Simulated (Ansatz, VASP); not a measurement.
Two plane-wave programs on As

```xyz
2
Lattice="2.6756 -2.8591 0.0000 2.6756 2.8591 0.0000 0.0000 0.0000 2.9303" Properties=species:S:1:pos:R:3 pbc="T T T"
As    2.6756    1.2000    1.4651
As    2.6756   -1.2000    1.4651
```

Alike in both runs: functional PBE; k mesh 6 × 6 × 4; occupations gaussian, width 0.1 eV; no spin polarisation.

Ansatz relaxed the structure, and its values are those at the end. VASP's run is a single point on that final structure, the one shown.

```csv
,VASP,Ansatz
version,VASP 6.6.1,Ansatz 0.2.0
potentials or method,"VASP PAW PBE potentials, release 64 (As), cutoff 520 eV","scalar-relativistic, plane waves, PAW"
valence electrons in the cell,10,30
```

Ansatz gave:

- gap on the k mesh at the Fermi level (eV): none
- pressure (GPa): 0.1
- rms of the force components (eV/Å): 0.009

Problem. Estimate VASP's values.

Solution. gap on the k mesh at the Fermi level (eV): none; pressure (GPa): 0.3; rms of the force components (eV/Å): 0.019.

A gap of «none» marks a metal or a gap that the smearing closes. VASP's potentials hold 10 valence electrons a cell and Ansatz's 30, so a difference there can come from the potentials and not from the codes.

The k mesh is coarse, so the values compare programs but aren't converged.
